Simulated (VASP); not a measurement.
## Al2Au: single point with PBEsol

Al2Au:

```
Al Au
1.0
     0.00000    3.00065    3.00065
     3.00065    0.00000    3.00065
     3.00065    3.00065    0.00000
Al Au
2 1
Direct
  0.25000 0.25000 0.25000
  0.75000 0.75000 0.75000
  0.00000 0.00000 0.00000
```

* Program: VASP 6.6.1
* Task: single point
* Functional: PBEsol
* Potentials or basis: VASP PAW PBE potentials, release 64 (Al, Au)
* Cutoff: 520 eV
* k mesh: 8 × 8 × 8
* Occupations: fermi-dirac, width 0.05 eV
* Spin: no spin polarisation

The pressure is -0.2 GPa.

Levels at points of the mesh, in eV from the Fermi level:
```tsv
k point	band 6	band 7	band 8	band 9	band 10	band 11	band 12	band 13
(0.00, 0.00, 0.00)	-5.64	2.27	2.92	2.92	2.92	3.93	3.93	3.93
(0.50, 0.00, 0.00)	-5.52	-5.47	0.36	0.36	3.25	3.59	3.82	3.82
(0.50, 0.50, 0.00)	-5.34	-5.04	-2.11	-2.11	1.28	2.03	7.66	9.82
```

It took 46 s on 1 thread of AMD EPYC 7R13 (shared host), peak memory 0.16 GiB.

Caveat: the PAW data sets were made with another functional, which shifts forces and pressure a little; spin-orbit coupling is left out, which moves the levels of the heavy elements.
